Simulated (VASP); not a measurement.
# W8C8O in VASP: a series of runs

W8C8O is run at these levels: PBEsol; tasks: single point.

Everything below comes from runs of VASP 6.6.1. Logs are shortened: lines on timing, memory, paths and dates and some standing lists are left out, and cuts for length are marked.

## Step 1: The cell of the first run

The cell holds a slab with vacuum, 17 atoms: a = 5.796 Å, b = 5.796 Å, c = 16.247 Å, α = 90.00°, β = 90.00°, γ = 120.00°.

## Step 2: Single point, PBEsol

The input, INCAR:

```
SYSTEM = W8C8O
ALGO     = Normal         ! electronic algorithm
EDIFF    = 1E-7           ! SCF threshold, eV
ENCUT    = 520            ! plane-wave cutoff, eV
GGA      = PS             ! functional
ISIF     = 2              ! what is computed and relaxed
ISMEAR   = 0              ! smearing method
LASPH    = .True.         ! aspherical terms in the spheres
LCHARG   = .False.        ! write CHGCAR
LREAL    = Auto         
LWAVE    = .False.        ! write WAVECAR
NBANDS   = 89             ! bands
NELM     = 60             ! most SCF steps
PREC     = Accurate       ! precision mode
SIGMA    = 0.05           ! smearing width, eV
```

The input, KPOINTS:

```
k-points
0
Gamma
  3 3 1
  0 0 0
```

The input, POSCAR:

```
W8C8O
1.0
    5.7964000000      0.0000000000      0.0000000000
   -2.8982000000      5.0198300000      0.0000000000
    0.0000000000      0.0000000000     16.2471000000
W C O
8 8 1
Direct
    0.0000000000      0.0000000000      0.0615493842
    0.0004045229      0.0015639972      0.2374693330
    0.0000000000      0.5000000000      0.0615493842
   -0.0022508230      0.5023419120      0.2343878600
    0.5000000000      0.0000000000      0.0615493842
    0.5032540861      0.0070064126      0.2351108198
    0.5000000000      0.5000000000      0.0615493842
    0.5035681215      0.5022915119      0.2346404589
    0.3357106164      0.1674698147      0.1419581956
    0.3338209474      0.1775287211      0.3041420315
    0.3336209754      0.6674469056      0.1435499874
    0.3288719308      0.6613409219      0.3187317121
    0.8313992014      0.1673650303      0.1418430982
    0.8435621410      0.1783936906      0.3039683390
    0.8315111672      0.6636692876      0.1414569985
    0.8319526648      0.6647009959      0.3041577882
    0.4024387798      0.8116541795      0.3768502071
```

Potentials or basis: VASP PAW PBE potentials, release 64 (W_sv, C, O).

Run with:

```
cat potpaw_PBE.64/W_sv/POTCAR potpaw_PBE.64/C/POTCAR potpaw_PBE.64/O/POTCAR > POTCAR
mpirun -np 1 vasp_std > vasp.out
```

OUTCAR:

```text
SYSTEM = W8C8O
   EDIFF = 1E-7
   ENCUT = 520
   GGA = PS
   ISIF = 2
   ISMEAR = 0
   LASPH = .True.
   LREAL = Auto
   NELM = 60
   PREC = Accurate

 ion  position               nearest neighbor table
   1  0.000  0.000  0.062-  15 2.13  13 2.13   9 2.13   2 2.86   5 2.90   5 2.90   3 2.90   3 2.90
                             7 2.90   7 2.90
   2  0.000  0.002  0.237-  14 1.99  10 1.99  16 2.01  13 2.29   9 2.29  15 2.30   1 2.86   4 2.89
                             8 2.89   6 2.90   6 2.90   8 2.91   4 2.91
   3  0.000  0.500  0.062-  15 2.11  13 2.12  11 2.14   4 2.81   7 2.90   7 2.90   5 2.90   1 2.90
                             1 2.90   5 2.90
   4  0.998  0.502  0.234-  14 1.98  16 2.00  12 2.15  15 2.23  11 2.24  13 2.26   3 2.81   8 2.86
                             6 2.87   2 2.89   2 2.91   6 2.93   8 2.93
   5  0.500  0.000  0.062-  13 2.11   9 2.12  11 2.14   6 2.82   1 2.90   1 2.90   3 2.90   7 2.90
                             7 2.90   3 2.90
   6  0.503  0.007  0.235-  14 2.04  10 2.04  12 2.20   9 2.24  13 2.24  11 2.26  17 2.50   5 2.82
                             4 2.87   8 2.87   2 2.90   2 2.90   8 2.93   4 2.93
   7  0.500  0.500  0.062-  15 2.11   9 2.12  11 2.14   8 2.81   3 2.90   3 2.90   5 2.90   5 2.90
                             1 2.90   1 2.90
   8  0.504  0.502  0.235-  10 1.98  16 2.00  12 2.16  15 2.24  11 2.24   9 2.26   7 2.81   4 2.86
                             6 2.87   2 2.89   2 2.91   6 2.93   4 2.93
   9  0.336  0.167  0.142-   5 2.12   7 2.12   1 2.13   6 2.24   8 2.26   2 2.29
  10  0.334  0.178  0.304-   8 1.98   2 1.99   6 2.04
  11  0.334  0.667  0.144-   5 2.14   3 2.14   7 2.14   8 2.24   4 2.24   6 2.26
  12  0.329  0.661  0.319-  17 1.21   4 2.15   8 2.16   6 2.20
  13  0.831  0.167  0.142-   5 2.11   3 2.12   1 2.13   6 2.24   4 2.26   2 2.29
  14  0.844  0.178  0.304-   4 1.98   2 1.99   6 2.04
  15  0.832  0.664  0.141-   7 2.11   3 2.11   1 2.13   4 2.23   8 2.24   2 2.30
  16  0.832  0.665  0.304-   8 2.00   4 2.00   2 2.01
  17  0.402  0.812  0.377-  12 1.21   6 2.50

  LATTYP: Found a hexagonal cell.
 ALAT       =     5.7964000000
 C/A-ratio  =     2.8029639086

  Lattice vectors:

 A1 = (   5.7964000000,   0.0000000000,   0.0000000000)
 A2 = (  -2.8982000000,   5.0198300000,   0.0000000000)
 A3 = (   0.0000000000,   0.0000000000,  16.2471000000)

Analysis of symmetry for initial positions (statically):
=====================================================================
 Subroutine PRICEL returns:
 Original cell was already a primitive cell.

 Routine SETGRP: Setting up the symmetry group for a
 hexagonal supercell.

 Subroutine GETGRP returns: Found  1 space group operations
 (whereof  1 operations were pure point group operations)
 out of a pool of 24 trial point group operations.

The static configuration has the point symmetry C_1 .

Analysis of symmetry for dynamics (positions and initial velocities):
=====================================================================
 Subroutine PRICEL returns:
 Original cell was already a primitive cell.

 Routine SETGRP: Setting up the symmetry group for a
 hexagonal supercell.

 Subroutine GETGRP returns: Found  1 space group operations
 (whereof  1 operations were pure point group operations)
 out of a pool of 24 trial point group operations.

The dynamic configuration has the point symmetry C_1 .

 Subroutine INISYM returns: Found  1 space group operations
 (whereof  1 operations are pure point group operations),
 and found     1 'primitive' translations

----------------------------------------------------------------------------------------

                                     Primitive cell

  volume of cell :     472.7409

  direct lattice vectors                    reciprocal lattice vectors
     5.796400000  0.000000000  0.000000000     0.172520875  0.099604967  0.000000000
    -2.898200000  5.019830000  0.000000000     0.000000000  0.199209933  0.000000000
     0.000000000  0.000000000 16.247100000     0.000000000  0.000000000  0.061549446

  length of vectors
     5.796400000  5.796400303 16.247100000     0.199209944  0.199209933  0.061549446

  position of ions in fractional coordinates (direct lattice)
     0.000000000  0.000000000  0.061549384
     0.000404523  0.001563997  0.237469333
     0.000000000  0.500000000  0.061549384
     0.997749177  0.502341912  0.234387860
     0.500000000  0.000000000  0.061549384
     0.503254086  0.007006413  0.235110820
[... 9 lines left out ...]
     0.831952665  0.664700996  0.304157788
     0.402438780  0.811654180  0.376850207

  ion indices of the primitive-cell ions
   primitive index   ion index
                 1           1
                 2           2
                 3           3
                 4           4
                 5           5
                 6           6
[... 9 lines left out ...]
                16          16
                17          17

----------------------------------------------------------------------------------------

 KPOINTS: k-points

Automatic generation of k-mesh.
 Grid dimensions read from file:
 generate k-points for:    3    3    1

 Generating k-lattice:

  Cartesian coordinates                     Fractional coordinates (reciprocal lattice)
     0.057506958  0.033201656  0.000000000     0.333333333  0.000000000  0.000000000
     0.000000000  0.066403311  0.000000000     0.000000000  0.333333333  0.000000000
     0.000000000  0.000000000  0.061549446     0.000000000  0.000000000  1.000000000

  Length of vectors
     0.066403315  0.066403311  0.061549446

  Shift w.r.t. Gamma in fractional coordinates (k-lattice)
     0.000000000  0.000000000  0.000000000

 Subroutine IBZKPT returns following result:
 ===========================================

 Found      5 irreducible k-points:

 Following reciprocal coordinates:
            Coordinates               Weight
  0.000000  0.000000  0.000000      1.000000
  0.333333  0.000000  0.000000      2.000000
  0.000000  0.333333  0.000000      2.000000
 -0.333333  0.333333  0.000000      2.000000
  0.333333  0.333333  0.000000      2.000000
   k-points           NKPTS =      5   k-points in BZ     NKDIM =      5   number of bands    NBANDS=     89
   number of dos      NEDOS =    301   number of ions     NIONS =     17
   total plane-waves  NPLWV = 290304
   dimension x,y,z NGX =    48 NGY =   48 NGZ =  126
   dimension x,y,z NGXF=    96 NGYF=   96 NGZF=  252
   ions per type =               8   8   1
   NGX,Y,Z   is equivalent  to a cutoff of  13.77, 13.77, 12.89 a.u.
   NGXF,Y,Z  is equivalent  to a cutoff of  27.53, 27.53, 25.79 a.u.
 SYSTEM =  W8C8O
   PREC   = accura    normal or accurate (medium, high low for compatibility)
   ISTART =      0    job   : 0-new  1-cont  2-samecut
   ICHARG =      2    charge: 1-file 2-atom 10-const
   ISPIN  =      1    spin polarized calculation?
   LNONCOLLINEAR =      F non collinear calculations
   LSORBIT =      F    spin-orbit coupling
   LASPH  =      T    aspherical Exc in radial PAW
   ENCUT  =  520.0 eV  38.22 Ry    6.18 a.u.  10.78 10.78 30.21*2*pi/ulx,y,z
   NELM   =     60;   NELMIN=  2; NELMDL= -5     # of ELM steps
   EDIFF  = 0.1E-06   stopping-criterion for ELM
   LREAL  =      T    real-space projection
   EDIFFG = 0.1E-05   stopping-criterion for IOM
   NSW    =      0    number of steps for IOM
   IBRION =     -1    ionic relax: 0-MD 1-quasi-New 2-CG
   NFREE  =      0    steps in history (QN), initial steepest desc. (CG)
   ISIF   =      2    stress and relaxation
   ISYM   =      2    0-nonsym 1-usesym 2-fastsym
   POTIM  = 0.5000    time-step for ionic-motion
   TEBEG  =    0.0;   TEEND  =   0.0 temperature during run
   PSTRESS=    0.0 pullay stress
   NELECT =     150.0000    total number of electrons
   NUPDOWN=      -1.0000    fix difference up-down
   EMIN   =  10.00;   EMAX   =-10.00  energy-range for DOS
   EFERMI =   0.00;   METHOD = LEGACY
   ISMEAR =     0;   SIGMA  =   0.05  broadening in eV -4-tet -1-fermi 0-gaus
   EFERMI_NEDOS =   21; number of points for ismear=-14 and -15
   IALGO  =     38    algorithm
   IMIX   =      4    mixing-type and parameters
     AMIX     =   0.40;   BMIX     =  1.00
     AMIX_MAG =   1.60;   BMIX_MAG =  1.00
  volume/ion in A,a.u.               =      27.81       187.66
  Fermi-wavevector in a.u.,A,eV,Ry     =   1.116600  2.110068 16.963675  1.246795
  Thomas-Fermi vector in A             =   2.253215
   LORBIT       =      0    0 simple, 1 ext, 2 COOP (PROOUT), +10 PAW based schemes
   GGA     = PS    functional components
   LHFCALC =     F    Hartree Fock is set to
   AEXX    =    0.0000 exact exchange contribution
   IVDW    =     0    specifies the selected vdW correction
   LEPSILON=     F    determine dielectric tensor
   LRPA    =     F    only Hartree local field effects (RPA)
 non-spin polarized calculation
 Gauss-broadening in eV      SIGMA  =   0.05
  energy-cutoff  :      520.00
  volume of cell :      472.74
 maximum number of plane-waves:     12753
 NGX is ok and might be reduce to    48
   NGX = 21   NGY = 21   NGZ = 61

 number of electron     149.9999997 magnetization

 Free energy of the ion-electron system (eV)
  ---------------------------------------------------
  ext. energy  EPLUGINS =         0.00000000
  ---------------------------------------------------
  free energy    TOTEN  =      -180.53435227 eV

  energy without entropy =     -180.52319357  energy(sigma->0) =     -180.52877292

 E-fermi :   0.4302     XC(G=0):  -6.2401

 val. band max:        0.3887501427   @ k =  -0.3333   0.3333   0.0000
 cond. band min:       0.4636283988   @ k =   0.3333   0.3333   0.0000
 fundamental gap:      0.0748782561
 Fermi energy:         0.4301767178

 k-point     1 :       0.0000    0.0000    0.0000
  band No.  band energies     occupation
      1     -73.6302      2.00000
      2     -73.4914      2.00000
      3     -73.4439      2.00000
      4     -73.4267      2.00000
      5     -73.4165      2.00000
      6     -73.3831      2.00000
[... 439 lines left out ...]
     86       2.9372      0.00000
     87       2.9583      0.00000
 [bands above 87 left out]

------------------------ aborting loop because EDIFF is reached ----------------------------------------

  FORCE on cell =-STRESS in cart. coord.  units (eV):
  Direction    XX          YY          ZZ          XY          YZ          ZX
  --------------------------------------------------------------------------------------
  -------------------------------------------------------------------------------------
  Total        1.0210986      1.5807515      1.6388880      0.0379273     -0.1323564      0.2331631
  in kB        3.4606290      5.3573618      5.5543934      0.1285403     -0.4485721      0.7902186
  external PRESSURE =       4.7907947 kB  Pullay stress =       0.0000000 kB

 VOLUME and BASIS-vectors are now :
 -----------------------------------------------------------------------------
  energy-cutoff  :      520.00
  volume of cell :      472.74
      direct lattice vectors                 reciprocal lattice vectors
     5.796400000  0.000000000  0.000000000     0.172520875  0.099604967  0.000000000
    -2.898200000  5.019830000  0.000000000     0.000000000  0.199209933  0.000000000
     0.000000000  0.000000000 16.247100000     0.000000000  0.000000000  0.061549446

 POSITION                                       TOTAL-FORCE (eV/Angst)
 -----------------------------------------------------------------------------------
      0.00000      0.00000      1.00000        -0.003663     -0.016821      0.124431
     -0.00219      0.00785      3.85819         0.001430     -0.003638     -0.040719
     -1.44910      2.50991      1.00000         0.162769      0.076262     -0.228003
      4.32747      2.52167      3.80812         0.032835      0.017121     -0.022630
      2.89820      0.00000      1.00000        -0.012911     -0.035094      0.009106
      2.89676      0.03517      3.81987        -0.007551     -0.017587     -0.022676
[... 9 lines left out ...]
      2.89589      3.33669      4.94168        -0.004826     -0.001738      0.105122
     -0.01964      4.07437      6.12272         0.048624      0.298262      0.581003
 -----------------------------------------------------------------------------------
    total drift:                               -0.002814     -0.004012     -0.024532

  FREE ENERGIE OF THE ION-ELECTRON SYSTEM (eV)
  ---------------------------------------------------
  free  energy   TOTEN  =      -180.5343522727 eV

  energy  without entropy=     -180.5231935668  energy(sigma->0) =     -180.52877292
```

It took 7.4 min on 1 thread of Intel Xeon 6975P-C (Granite Rapids), shared host; peak memory 0.65 GiB.

What came out:

- Free energy: -180.5344 eV
- Largest force: 0.655 eV/Å
- Band gap on the k mesh: zero (bands 75 and 76 overlap by 0.48 eV)

Forces in eV/Å, atoms in the order of the input:
```
W   -0.004 -0.017  0.124
W    0.001 -0.004 -0.041
W    0.163  0.076 -0.228
W    0.033  0.017 -0.023
W   -0.013 -0.035  0.009
W   -0.008 -0.018 -0.023
W   -0.190  0.066 -0.196
W   -0.031  0.022 -0.042
C    0.000 -0.005 -0.008
C   -0.017  0.054  0.078
C   -0.002  0.003  0.007
C    0.025 -0.455 -0.450
C    0.001  0.000  0.003
C   -0.009 -0.002  0.111
C    0.007  0.000 -0.009
C   -0.005 -0.002  0.105
O    0.049  0.298  0.581
```

Caveat: the k points lie up to 0.42 Å⁻¹ apart; there is no dipole correction, which matters where the two faces differ; the PAW data sets were made with another functional, which shifts forces and pressure a little; spin-orbit coupling is left out, which moves the levels of the heavy elements.

(Part 1 of 2 ends here.)

The gap in the log of VASP goes by the Fermi energy; the results here count the filled bands.